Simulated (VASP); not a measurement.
Crystal: Ge4P3Ru.

```
Ge P Ru
1.0
     5.23349    0.00000    0.00000
     0.00000    5.23349    0.00000
     0.00000    0.00000    5.23349
Ge P Ru
4 3 1
Direct
  0.50000 0.00000 0.00000
  0.50000 0.50000 0.50000
  0.00000 0.00000 0.50000
  0.00000 0.50000 0.00000
  0.00000 0.50000 0.50000
  0.50000 0.50000 0.00000
  0.50000 0.00000 0.50000
  0.00000 0.00000 0.00000
```

The cell was generated, and may not be a known phase.

| Property | Result |
| --- | --- |
| Program | VASP 6.6.1 |
| Task | relaxation of cell and atoms |
| Functional | PBE |
| Potentials or basis | VASP PAW PBE potentials, release 64 (Ge_d, P, Ru_pv) |
| Cutoff | 600 eV |
| k mesh | 4 × 4 × 4 |
| Occupations | gaussian, width 0.1 eV |
| Spin | no spin polarisation |

At the start: pressure -4.0 GPa; volume 17.92 Å³/atom.

**Question.** Where does the relaxation end?

**Answer.** Over 3 steps the energy falls by 10.5 meV/atom and the volume is 17.12 Å³/atom (-4.5 %); space group Pm-3m (No. 221, to 0.1 Å) before and after.

The path:
```
step  energy change (eV)  largest force (eV/Å)  pressure (GPa)  volume (Å³)
   1              0.0000                0.0000           -4.03       143.34
   2             -0.0662                0.0000            2.15       134.20
   3             -0.0839                0.0000            0.01       136.96
```

Final structure:
```
Ge P Ru
1.0
     5.15460    0.00000    0.00000
     0.00000    5.15460    0.00000
     0.00000    0.00000    5.15460
Ge P Ru
4 3 1
Direct
  0.50000 0.00000 0.00000
  0.50000 0.50000 0.50000
  0.00000 0.00000 0.50000
  0.00000 0.50000 0.00000
  0.00000 0.50000 0.50000
  0.50000 0.50000 0.00000
  0.50000 0.00000 0.50000
  0.00000 0.00000 0.00000
```
